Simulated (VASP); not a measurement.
Mg3Si2N, 6 atoms in the cell. The structure is tetragonal, space group P-4m2 (No. 115). Conventional cell: a = 3.035 Å, b = 3.035 Å, c = 10.728 Å, α = 90.00°, β = 90.00°, γ = 90.00°. Mg (site symmetry -4m2) has 4 N at 2.15 Å and 4 Si at 2.74 Å within 2.8 Å. Within 3.8 Å of Mg (site symmetry 2mm) lie 4 Si at 2.86 Å and 8 Mg at 3.04 to 3.21 Å. Si (site symmetry 2mm) has 6 Mg at 2.74 to 2.86 Å and 2 N at 2.74 Å and 4 Si at 3.04 Å within 3.6 Å. N (site symmetry -4m2) has 4 Mg at 2.15 Å and 4 Si at 2.74 Å within 2.8 Å. The cell was generated, and may not be a known phase.

| Property | Result |
| --- | --- |
| Program | VASP 6.6.1 |
| Task | single point |
| Functional | PBE |
| Potentials or basis | VASP PAW PBE potentials, release 64 (Mg, Si, N) |
| Cutoff | 520 eV |
| k mesh | 6 × 6 × 2 |
| Occupations | gaussian, width 0.1 eV |
| Spin | collinear spin, ferromagnetic start |
| Starting moments | [0.0, 0.0, 0.0, 0.0, 0.0, 1.0] μB |
| Dipole correction | no |
| Further INCAR settings | ALGO = Normal; EDIFF = 1e-06; NBANDS = 22 |

Potentials or basis: VASP PAW PBE potentials, release 64 (Mg, Si, N).

The run is started by

```console
$ cat potpaw_PBE.64/Mg/POTCAR potpaw_PBE.64/Si/POTCAR potpaw_PBE.64/N/POTCAR > POTCAR
$ mpirun -np 1 vasp_std > vasp.out
```

Hardware: 1 thread of Intel(R) Xeon(R) Platinum 8375C CPU @ 2.90GHz (Ice Lake) (shared host).

Estimate the wall time of this run.

Wall time 2.2 min on 1 thread of Intel(R) Xeon(R) Platinum 8375C CPU @ 2.90GHz (Ice Lake), on a shared host, peak memory 0.27 GiB. Counts: scf iterations 20, k points 20.
